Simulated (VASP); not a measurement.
Runs of VASP 6.6.1 on Al. The structure is that of space group Im-3m (No. 229), or close to it. The cells are those of the table. 

```tsv
task	cell	k mesh	cutoff (eV)	smearing	gap on the mesh (eV)	pressure (GPa)
single point	a = 2.762 Å, angles 109.5°, 1 atom	14 × 14 × 14	520	gaussian 0.15 eV	none	-0.1
single point	a = 2.762 Å, angles 109.5°, 1 atom	18 × 18 × 18	520	gaussian 0.1 eV	none	-0.3
single point	a = 2.646 Å, angles 109.5°, 1 atom	18 × 18 × 18	520	gaussian 0.1 eV	none	13.4
relaxation of cell and atoms	relaxed from a = 2.756 Å, angles 109.5°, 1 atom	18 × 18 × 18	600	gaussian 0.1 eV	none	0.0
single point	a = 2.851 Å, angles 109.5°, 1 atom	18 × 18 × 18	520	gaussian 0.1 eV	none	(c)
single point	a = 2.816 Å, angles 109.5°, 1 atom	18 × 18 × 18	520	gaussian 0.1 eV	none	(a)
single point	a = 2.756 Å, angles 109.5°, 1 atom	18 × 18 × 18	520	gaussian 0.1 eV	none	0.2
single point	a = 2.705 Å, angles 109.5°, 1 atom	18 × 18 × 18	520	gaussian 0.1 eV	none	(b)
single point	a = 2.676 Å, angles 109.5°, 1 atom	18 × 18 × 18	520	gaussian 0.1 eV	none	9.1
```

Alike in all rows: level r2SCAN; potentials or basis VASP PAW PBE potentials, release 64 (Al); no spin polarisation.

**Question.** Fill in the values left out.

**Answer.** (a) -4.4; (b) 5.4; (c) -6.6.

Caveats: the PAW data sets were made with another functional, which shifts forces and pressure a little.

A gap of «none» marks levels without a gap at the run's occupations.
